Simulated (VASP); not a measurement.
# Ti2O (P-3m1) in VASP: single point with r2SCAN

Aim: the single point of Ti2O with r2SCAN.

All numbers are computed with VASP 6.6.1; they aren't measurements. Logs are shortened: lines on timing, memory, paths and dates and some standing lists are left out, and cuts for length are marked.

## (1) The cell of the first run

It takes space group P-3m1 (No. 164, trigonal). The conventional cell has a = 2.919 Å, b = 2.919 Å, c = 4.713 Å, α = 90.00°, β = 90.00°, γ = 120.00°. Within 2.8 Å of Ti (site symmetry 3m) lie 3 O at 2.14 Å and 3 Ti at 2.68 Å. Within 2.8 Å of O (site symmetry -3m) lie 6 Ti at 2.14 Å.

## (2) Single point, r2SCAN

POSCAR reads:

```
Ti2O
1.0
    2.9194000000      0.0000000000      0.0000000000
   -1.4597000000      2.5282745638      0.0000000000
    0.0000000000      0.0000000000      4.7130000000
Ti O
2 1
Direct
    0.6666666667      0.3333333333      0.2787400000
    0.3333333333      0.6666666667      0.7212600000
    0.0000000000      0.0000000000      0.0000000000
```

INCAR.step1 reads:

```
SYSTEM = Ti2O
ALGO = Normal
EDIFF = 1E-4
ENCUT = 520
GGA = PE
ISMEAR = 0
LASPH = .True.
LCHARG = .False.
LREAL = .False.
LWAVE = .True.
NBANDS = 22
NELM = 60
PREC = Accurate
SIGMA = 0.05
```

INCAR.step2 reads:

```
SYSTEM = Ti2O
ALGO = Normal
EDIFF = 1E-6
ENCUT = 520
ISIF = 2
ISMEAR = 0
ISTART = 1
LASPH = .True.
LCHARG = .False.
LMIXTAU = .True.
LREAL = .False.
LWAVE = .False.
METAGGA = R2SCAN
NBANDS = 22
NELM = 60
PREC = Accurate
SIGMA = 0.05
```

KPOINTS reads:

```
k-points
0
Gamma
  12 12 6
  0 0 0
```

Potentials or basis: VASP PAW PBE potentials, release 64 (Ti_sv, O).

The run is started by

```bash
$ cat potpaw_PBE.64/Ti_sv/POTCAR potpaw_PBE.64/O/POTCAR > POTCAR
$ cp INCAR.step1 INCAR
$ mpirun -np 1 vasp_std > vasp.out
$ cp INCAR.step2 INCAR
$ mpirun -np 1 vasp_std > vasp.out
```

OUTCAR:

```text
SYSTEM = Ti2O
   EDIFF = 1E-6
   ENCUT = 520
   ISIF = 2
   ISMEAR = 0
   ISTART = 1
   LASPH = .True.
   LREAL = .False.
   METAGGA = R2SCAN
   NELM = 60
   PREC = Accurate

 ion  position               nearest neighbor table
   1  0.667  0.333  0.279-   3 2.14   3 2.14   3 2.14   2 2.68   2 2.68   2 2.68
   2  0.333  0.667  0.721-   3 2.14   3 2.14   3 2.14   1 2.68   1 2.68   1 2.68
   3  0.000  0.000  0.000-   1 2.14   2 2.14   2 2.14   1 2.14   1 2.14   2 2.14

  LATTYP: Found a hexagonal cell.
 ALAT       =     2.9194000000
 C/A-ratio  =     1.6143728163

  Lattice vectors:

 A1 = (   2.9194000000,   0.0000000000,   0.0000000000)
 A2 = (  -1.4597000000,   2.5282745638,   0.0000000000)
 A3 = (   0.0000000000,   0.0000000000,   4.7130000000)

Analysis of symmetry for initial positions (statically):
=====================================================================
 Subroutine PRICEL returns:
 Original cell was already a primitive cell.

 Routine SETGRP: Setting up the symmetry group for a
 hexagonal supercell.

 Subroutine GETGRP returns: Found 12 space group operations
 (whereof 12 operations were pure point group operations)
 out of a pool of 24 trial point group operations.

The static configuration has the point symmetry D_3d.

Analysis of symmetry for dynamics (positions and initial velocities):
=====================================================================
 Subroutine PRICEL returns:
 Original cell was already a primitive cell.

 Routine SETGRP: Setting up the symmetry group for a
 hexagonal supercell.

 Subroutine GETGRP returns: Found 12 space group operations
 (whereof 12 operations were pure point group operations)
 out of a pool of 24 trial point group operations.

The dynamic configuration has the point symmetry D_3d.

 Subroutine INISYM returns: Found 12 space group operations
 (whereof 12 operations are pure point group operations),
 and found     1 'primitive' translations

----------------------------------------------------------------------------------------

                                     Primitive cell

  volume of cell :      34.7869

  direct lattice vectors                    reciprocal lattice vectors
     2.919400000  0.000000000  0.000000000     0.342536138  0.197763331  0.000000000
    -1.459700000  2.528274564  0.000000000     0.000000000  0.395526662  0.000000000
     0.000000000  0.000000000  4.713000000     0.000000000  0.000000000  0.212179079

  length of vectors
     2.919400000  2.919400000  4.713000000     0.395526662  0.395526662  0.212179079

  position of ions in fractional coordinates (direct lattice)
     0.666666667  0.333333333  0.278740000
     0.333333333  0.666666667  0.721260000
     0.000000000  0.000000000  0.000000000

  ion indices of the primitive-cell ions
   primitive index   ion index
                 1           1
                 2           2
                 3           3

----------------------------------------------------------------------------------------

 KPOINTS: k-points

Automatic generation of k-mesh.
 Grid dimensions read from file:
 generate k-points for:   12   12    6

 Generating k-lattice:

  Cartesian coordinates                     Fractional coordinates (reciprocal lattice)
     0.028544678  0.016480278  0.000000000     0.083333333  0.000000000  0.000000000
     0.000000000  0.032960555  0.000000000     0.000000000  0.083333333  0.000000000
     0.000000000  0.000000000  0.035363180     0.000000000  0.000000000  0.166666667

  Length of vectors
     0.032960555  0.032960555  0.035363180

  Shift w.r.t. Gamma in fractional coordinates (k-lattice)
     0.000000000  0.000000000  0.000000000

 Subroutine IBZKPT returns following result:
 ===========================================

 Found    100 irreducible k-points:

 Following reciprocal coordinates:
            Coordinates               Weight
  0.000000  0.000000  0.000000      1.000000
  0.083333  0.000000  0.000000      6.000000
  0.166667  0.000000  0.000000      6.000000
  0.250000  0.000000  0.000000      6.000000
  0.333333  0.000000  0.000000      6.000000
  0.416667  0.000000  0.000000      6.000000
[... 16 lines left out ...]
  0.166667  0.000000  0.166667      6.000000
  0.000000  0.166667  0.166667      6.000000
 [... further k-points ...]
   k-points           NKPTS =    100   k-points in BZ     NKDIM =    100   number of bands    NBANDS=     22
   number of dos      NEDOS =    301   number of ions     NIONS =      3
   total plane-waves  NPLWV =  20736
   dimension x,y,z NGX =    24 NGY =   24 NGZ =   36
   dimension x,y,z NGXF=    48 NGYF=   48 NGZF=   72
   ions per type =               2   1
   NGX,Y,Z   is equivalent  to a cutoff of  13.67, 13.67, 12.70 a.u.
   NGXF,Y,Z  is equivalent  to a cutoff of  27.33, 27.33, 25.40 a.u.
 SYSTEM =  Ti2O
   PREC   = accura    normal or accurate (medium, high low for compatibility)
   ISTART =      1    job   : 0-new  1-cont  2-samecut
   ICHARG =      0    charge: 1-file 2-atom 10-const
   ISPIN  =      1    spin polarized calculation?
   LNONCOLLINEAR =      F non collinear calculations
   LSORBIT =      F    spin-orbit coupling
   LASPH  =      T    aspherical Exc in radial PAW
   ENCUT  =  520.0 eV  38.22 Ry    6.18 a.u.   5.43  5.43  8.76*2*pi/ulx,y,z
   NELM   =     60;   NELMIN=  2; NELMDL=  0     # of ELM steps
   EDIFF  = 0.1E-05   stopping-criterion for ELM
   LREAL  =      F    real-space projection
   EDIFFG = 0.1E-04   stopping-criterion for IOM
   NSW    =      0    number of steps for IOM
   IBRION =     -1    ionic relax: 0-MD 1-quasi-New 2-CG
   NFREE  =      0    steps in history (QN), initial steepest desc. (CG)
   ISIF   =      2    stress and relaxation
   ISYM   =      2    0-nonsym 1-usesym 2-fastsym
   POTIM  = 0.5000    time-step for ionic-motion
   TEBEG  =    0.0;   TEEND  =   0.0 temperature during run
   PSTRESS=    0.0 pullay stress
   NELECT =      30.0000    total number of electrons
   NUPDOWN=      -1.0000    fix difference up-down
   EMIN   =  10.00;   EMAX   =-10.00  energy-range for DOS
   EFERMI =   0.00;   METHOD = LEGACY
   ISMEAR =     0;   SIGMA  =   0.05  broadening in eV -4-tet -1-fermi 0-gaus
   EFERMI_NEDOS =   21; number of points for ismear=-14 and -15
   IALGO  =     38    algorithm
   IMIX   =      4    mixing-type and parameters
     AMIX     =   0.40;   BMIX     =  1.00
     AMIX_MAG =   1.60;   BMIX_MAG =  1.00
  volume/ion in A,a.u.               =      11.60        78.25
  Fermi-wavevector in a.u.,A,eV,Ry     =   1.558273  2.944709 33.037859  2.428214
  Thomas-Fermi vector in A             =   2.661801
   LORBIT       =      0    0 simple, 1 ext, 2 COOP (PROOUT), +10 PAW based schemes
   METAGGA = R2SCAN    functional components
   LHFCALC =     F    Hartree Fock is set to
   AEXX    =    0.0000 exact exchange contribution
   IVDW    =     0    specifies the selected vdW correction
   LEPSILON=     F    determine dielectric tensor
   LRPA    =     F    only Hartree local field effects (RPA)
 non-spin polarized calculation
 Gauss-broadening in eV      SIGMA  =   0.05
  energy-cutoff  :      520.00
  volume of cell :       34.79
 maximum number of plane-waves:       966
 NGX is ok and might be reduce to    24
   NGX = 11   NGY = 11   NGZ = 17

 number of electron      29.9999990 magnetization

 Free energy of the ion-electron system (eV)
  ---------------------------------------------------
  ext. energy  EPLUGINS =         0.00000000
  ---------------------------------------------------
  free energy    TOTEN  =       -37.76218386 eV

  energy without entropy =      -37.76111631  energy(sigma->0) =      -37.76165009

 E-fermi :  10.6566     XC(G=0): -13.3875

 val. band max:       10.6388816934   @ k =   0.0833   0.0833   0.0000
 cond. band min:      10.6733932178   @ k =   0.0833   0.0833   0.1667
 fundamental gap:      0.0345115244
 Fermi energy:        10.6565833546

 k-point     1 :       0.0000    0.0000    0.0000
  band No.  band energies     occupation
      1     -49.0129      2.00000
      2     -48.8242      2.00000
      3     -24.7281      2.00000
      4     -23.9187      2.00000
      5     -23.9187      2.00000
      6     -23.8066      2.00000
[... 14 lines left out ...]
     21      12.0958      0.00000
     22      14.9055      0.00000

 k-point     2 :       0.0833    0.0000    0.0000
  band No.  band energies     occupation
      1     -49.0045      2.00000
      2     -48.8214      2.00000
      3     -24.7056      2.00000
      4     -23.9694      2.00000
      5     -23.9323      2.00000
      6     -23.8334      2.00000
[... 14 lines left out ...]
     21      12.3352      0.00000
     22      14.5317      0.00000

 k-point     3 :       0.1667    0.0000    0.0000
  band No.  band energies     occupation
      1     -48.9807      2.00000
      2     -48.8143      2.00000
      3     -24.6425      2.00000
      4     -24.0899      2.00000
      5     -23.9676      2.00000
      6     -23.9434      2.00000
[... 14 lines left out ...]
     21      12.7873      0.00000
     22      14.0485      0.00000

 k-point     4 :       0.2500    0.0000    0.0000
  band No.  band energies     occupation
      1     -48.9465      2.00000
      2     -48.8061      2.00000
      3     -24.5526      2.00000
      4     -24.2468      2.00000
      5     -24.0771      2.00000
      6     -24.0129      2.00000
[... 14 lines left out ...]
     21      13.2416      0.00000
     22      14.0096      0.00000

 k-point     5 :       0.3333    0.0000    0.0000
  band No.  band energies     occupation
      1     -48.9092      2.00000
      2     -48.8009      2.00000
      3     -24.4669      2.00000
      4     -24.4030      2.00000
      5     -24.1783      2.00000
      6     -24.0560      2.00000
[... 417 lines left out ...]
 k-point    22 :       0.0000    0.0833    0.1667
  band No.  band energies     occupation
      1     -48.9977      2.00000
      2     -48.8284      2.00000
      3     -24.6561      2.00000
      4     -23.9730      2.00000
      5     -23.9311      2.00000
      6     -23.8753      2.00000
[... 14 lines left out ...]
     21      12.5366      0.00000
     22      14.3768      0.00000

 k-point    23 :       0.1667    0.0000    0.1667
  band No.  band energies     occupation
      1     -48.9746      2.00000
      2     -48.8206      2.00000
      3     -24.6069      2.00000
      4     -24.1159      2.00000
      5     -23.9581      2.00000
      6     -23.9290      2.00000
[... 14 lines left out ...]
     21      13.0195      0.00000
     22      13.7882      0.00000

 k-point    24 :       0.0000    0.1667    0.1667
  band No.  band energies     occupation
      1     -48.9745      2.00000
      2     -48.8207      2.00000
      3     -24.6008      2.00000
      4     -24.0842      2.00000
      5     -23.9859      2.00000
      6     -23.9658      2.00000
[... 14 lines left out ...]
     21      12.7373      0.00000
     22      14.0975      0.00000

 [... further k-points ...]
[... 5 lines left out ...]
  --------------------------------------------------------------------------------------
  -------------------------------------------------------------------------------------
  Total        1.6176982      1.6176982      3.3157883      0.0000000      0.0000000      0.0000000
  in kB       74.5062683     74.5062683    152.7151417      0.0000000      0.0000000      0.0000000
  external PRESSURE =     100.5758928 kB  Pullay stress =       0.0000000 kB

 VOLUME and BASIS-vectors are now :
 -----------------------------------------------------------------------------
  energy-cutoff  :      520.00
  volume of cell :       34.79
      direct lattice vectors                 reciprocal lattice vectors
     2.919400000  0.000000000  0.000000000     0.342536138  0.197763331  0.000000000
    -1.459700000  2.528274564  0.000000000     0.000000000  0.395526662  0.000000000
     0.000000000  0.000000000  4.713000000     0.000000000  0.000000000  0.212179079

 POSITION                                       TOTAL-FORCE (eV/Angst)
 -----------------------------------------------------------------------------------
      1.45970      0.84276      1.31370         0.000000     -0.000000     -1.003677
     -0.00000      1.68552      3.39930        -0.000000      0.000000      1.003677
      0.00000      0.00000      0.00000        -0.000000      0.000000      0.000000
 -----------------------------------------------------------------------------------
    total drift:                               -0.000000      0.000000      0.000000

  FREE ENERGIE OF THE ION-ELECTRON SYSTEM (eV)
  ---------------------------------------------------
  free  energy   TOTEN  =       -37.7621838640 eV

  energy  without entropy=      -37.7611163141  energy(sigma->0) =      -37.76165009
```

It took 2.6 min on 1 thread of AMD EPYC 9R45 (Zen 5), shared host; peak memory 0.18 GiB.

Results:

- Free energy: -37.7622 eV
- Pressure: 10.1 GPa
- Largest force: 1.004 eV/Å
- Band gap on the k mesh: zero (band 15 reaches 11.07 eV, above the bottom of band 16 at 10.16 eV)

Forces on the atoms (eV/Å):
```
Ti   0.000  0.000 -1.004
Ti   0.000  0.000  1.004
O    0.000  0.000  0.000
```

Stress tensor (GPa, compression positive):
```
 7.45  0.00  0.00
 0.00  7.45  0.00
 0.00  0.00 15.27
```

Caveat: the PAW data sets were made with another functional, which shifts forces and pressure a little.
